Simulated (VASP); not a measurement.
# H20CO9 in VASP: a series of runs, part 2 of 4

VASP 6.6.1.

### 3 Single point, LDA

Input file INCAR:

```
SYSTEM = H20CO9
PREC = Accurate
ENCUT = 520
EDIFF = 1E-7
ISMEAR = -1
SIGMA = 0.05
LREAL = Auto
LASPH = .True.
NELM = 80
ALGO = Normal
ISIF = 2
LWAVE = .False.
LCHARG = .False.
NBANDS = 60
```

Input file KPOINTS:

```
Automatic mesh
0
Gamma
  1 1 1
  0 0 0
```

Input file POSCAR:

```
H20CO9
1.0
    6.7459970000      0.0000000000      0.0000000000
    0.0000000000      6.7459970000      0.0000000000
    0.0000000000      0.0000000000      6.7459970000
O H C
9 20 1
Direct
    0.1301809058      0.4004745333      0.3275572165
    0.4044027888      0.7080050584      0.3881709405
    0.8366739564      0.5886898556      0.6249632189
    0.7186484073      0.8490368436     -0.1306107904
    0.3612660960      0.2103914366      0.6137862202
    0.6936854552     -0.0129261842      0.3883043529
    0.4799438838      0.5442190383      0.7447972479
   -0.0402312660      0.8778539332      0.1406315479
    0.5790248647      0.1638749617      0.0946783700
    0.2383042862      0.5059148411      0.3047140400
    0.0292914450      0.4769198682      0.3883488238
    0.2757338908      0.7934483220      0.4011119483
    0.4169583829      0.6401425912      0.5276610707
    0.9460276961      0.5318709747      0.6886750765
    0.8180851548      0.7231547835      0.6949009909
    0.6134749245      0.7519125787     -0.1190483779
    0.8207682274      0.8431666957     -0.0203824579
    0.4787579953      0.1380225933      0.5773646208
    0.2653425431      0.2538987195      0.5031280032
    0.6305220711      0.0384227861      0.2590276871
    0.6034245198     -0.1162170692      0.4390455555
    0.4315003401      0.3992738212      0.7093984773
    0.6065078298      0.5258970616      0.6874298936
   -0.1191669667      0.9151797725      0.2721614018
    0.0459235307      0.9935521762      0.1186036697
    0.6734067626      0.3800920753      0.2804477974
    0.6305072475      0.0707827175     -0.0171805591
    0.8671809371      0.2731397598      0.1541951471
    0.6862440051      0.4273349069      0.0168099689
    0.7120519028      0.3183517573      0.1387934208
```

Potentials or basis: VASP PAW LDA potentials, release 64 (O, H, C).

The run is started by

```
> cat potpaw_LDA.64/O/POTCAR potpaw_LDA.64/H/POTCAR potpaw_LDA.64/C/POTCAR > POTCAR
> mpirun -np 1 vasp_gam > vasp.out
```

OUTCAR:

```text
SYSTEM = H20CO9
   PREC = Accurate
   ENCUT = 520
   EDIFF = 1E-7
   ISMEAR = -1
   LREAL = Auto
   LASPH = .True.
   NELM = 80
   ISIF = 2

 ion  position               nearest neighbor table
   1  0.130  0.400  0.328-  11 0.95  10 1.03
   2  0.404  0.708  0.388-  12 1.05  13 1.05
   3  0.837  0.589  0.625-  14 0.94  15 1.03
   4  0.719  0.849  0.869-  16 0.97  17 1.01
   5  0.361  0.210  0.614-  18 0.96  19 1.03
   6  0.694  0.987  0.388-  21 0.99  20 1.03
   7  0.480  0.544  0.745-  23 0.95  22 1.06
   8  0.960  0.878  0.141-  25 0.98  24 1.07
   9  0.579  0.164  0.095-  27 1.04  30 1.41
  10  0.238  0.506  0.305-   1 1.03
  11  0.029  0.477  0.388-   1 0.95
  12  0.276  0.793  0.401-   2 1.05
  13  0.417  0.640  0.528-   2 1.05
  14  0.946  0.532  0.689-   3 0.94
  15  0.818  0.723  0.695-   3 1.03
[... 12 lines left out ...]
  28  0.867  0.273  0.154-  30 1.09
  29  0.686  0.427  0.017-  30 1.12
  30  0.712  0.318  0.139-  26 1.07  28 1.09  29 1.12   9 1.41

  LATTYP: Found a simple cubic cell.
 ALAT       =     6.7459970000

  Lattice vectors:
[... 215 lines left out ...]
 fundamental gap:      4.1406644873
 Fermi energy:        -2.1923931941

 k-point     1 :       0.0000    0.0000    0.0000
  band No.  band energies     occupation
      1     -22.9486      2.00000
      2     -22.6359      2.00000
      3     -22.3331      2.00000
      4     -22.1340      2.00000
      5     -22.0081      2.00000
      6     -21.7751      2.00000
[... 43 lines left out ...]
     50       5.9199      0.00000
     51       6.0481      0.00000
 [bands above 51 left out]

------------------------ aborting loop because EDIFF is reached ----------------------------------------

  FORCE on cell =-STRESS in cart. coord.  units (eV):
  Direction    XX          YY          ZZ          XY          YZ          ZX
  --------------------------------------------------------------------------------------
  -------------------------------------------------------------------------------------
  Total        2.8004756     -1.3711153     -1.2176757      0.8690027     -1.2420504     -1.2484812
  in kB       14.6151724     -7.1556014     -6.3548281      4.5351671     -6.4820350     -6.5155963
  external PRESSURE =       0.3682476 kB  Pullay stress =       0.0000000 kB

 VOLUME and BASIS-vectors are now :
 -----------------------------------------------------------------------------
  energy-cutoff  :      520.00
  volume of cell :      307.00
      direct lattice vectors                 reciprocal lattice vectors
     6.745997000  0.000000000  0.000000000     0.148236058  0.000000000  0.000000000
     0.000000000  6.745997000  0.000000000     0.000000000  0.148236058  0.000000000
     0.000000000  0.000000000  6.745997000     0.000000000  0.000000000  0.148236058

 POSITION                                       TOTAL-FORCE (eV/Angst)
 -----------------------------------------------------------------------------------
      0.87820      2.70160      2.20970         2.523929     -0.229802     -0.591120
      2.72810      4.77620      2.61860        -2.273612      0.740962      1.112439
      5.64420      3.97130      4.21600        -1.025839      1.237258     -1.448728
      4.84800      5.72760      5.86490        -0.098692      1.235344     -1.021951
      2.43710      1.41930      4.14060        -1.611201      0.908508      0.340102
      4.67960      6.65880      2.61950         0.531131     -0.021095      0.892133
[... 22 lines left out ...]
      4.62940      2.88280      0.11340         0.551099      0.211386      0.483040
      4.80350      2.14760      0.93630        -0.253516      0.505398     -1.558796
 -----------------------------------------------------------------------------------
    total drift:                               -0.009058      0.001462      0.001361

  FREE ENERGIE OF THE ION-ELECTRON SYSTEM (eV)
  ---------------------------------------------------
  free  energy   TOTEN  =      -155.7616276748 eV

  energy  without entropy=     -155.7616276747  energy(sigma->0) =     -155.76162767
```

OSZICAR:

```text
N       E                     dE             d eps       ncg     rms          rms(c)
DAV:   1     0.621209092555E+03    0.62121E+03   -0.42054E+04   120   0.120E+03
DAV:   2    -0.103830830442E+03   -0.72504E+03   -0.68764E+03   164   0.292E+02
DAV:   3    -0.170344073580E+03   -0.66513E+02   -0.66115E+02   144   0.943E+01
[... 11 lines left out ...]
DAV:  15    -0.155761623698E+03   -0.11121E-04   -0.11762E-05   152   0.179E-02    0.612E-03
DAV:  16    -0.155761627300E+03   -0.36022E-05   -0.45061E-06   128   0.835E-03    0.343E-03
DAV:  17    -0.155761627529E+03   -0.22820E-06   -0.91077E-07   136   0.577E-03    0.137E-03
DAV:  18    -0.155761627664E+03   -0.13486E-06   -0.21402E-07   112   0.220E-03    0.583E-04
DAV:  19    -0.155761627675E+03   -0.11250E-07   -0.45989E-08   120   0.106E-03
   1 F= -.15576163E+03 E0= -.15576163E+03  d E =-.293249E-10
```

stdout:

```text
POSCAR found type information on POSCAR O H C
 POSCAR found :  3 types and      30 ions
 scaLAPACK will be used
 LDA part: xc-table for (Slater(with rela. corr.)+CA(PZ))
 , standard interpolation
 POSCAR, INCAR and KPOINTS ok, starting setup
 FFT: planning ... GRIDC
 FFT: planning ... GRID_SOFT
 FFT: planning ... GRID
 WAVECAR not read
 entering main loop
```

Wall time 39 s (1 thread of AMD EPYC 7R43 (Zen 3), shared host); peak memory 0.21 GiB.

What came out:

```yaml
Free_energy: -155.7616 eV
Pressure: 0.0 GPa
Largest_force: 3.035 eV/Å
Band_gap_on_the_k_mesh: 4.14 eV
```

Forces in eV/Å, atoms in the order of the input:
```
O    2.524 -0.230 -0.591
O   -2.274  0.741  1.112
O   -1.026  1.237 -1.449
O   -0.099  1.235 -1.022
O   -1.611  0.909  0.340
O    0.531 -0.021  0.892
O   -2.511 -0.657  0.195
O    0.475  0.568  1.381
O    0.090 -1.633 -0.998
H   -0.557 -0.823  0.125
H   -1.755  0.939  0.887
H    2.014 -1.222 -0.265
H   -0.031  0.410 -0.369
H    1.735 -1.087  1.120
H   -0.147 -0.342 -0.033
H   -0.760 -0.776  0.259
H    0.316 -0.073  0.711
H    0.694 -0.534 -1.035
H    0.969 -0.271  0.191
H   -0.368  0.220  0.122
H   -0.082 -0.447 -0.427
H   -0.614  0.497  0.442
H    2.927  0.205 -0.776
H   -0.215 -0.322 -0.811
H   -0.033 -0.265 -0.123
H   -0.462  0.481  0.791
H   -0.382  0.712  0.708
H    0.357 -0.167 -0.303
H    0.551  0.211  0.483
C   -0.254  0.505 -1.559
```

Caveat: the k points lie up to 0.93 Å⁻¹ apart.

(Continued in part 3 of 4.)
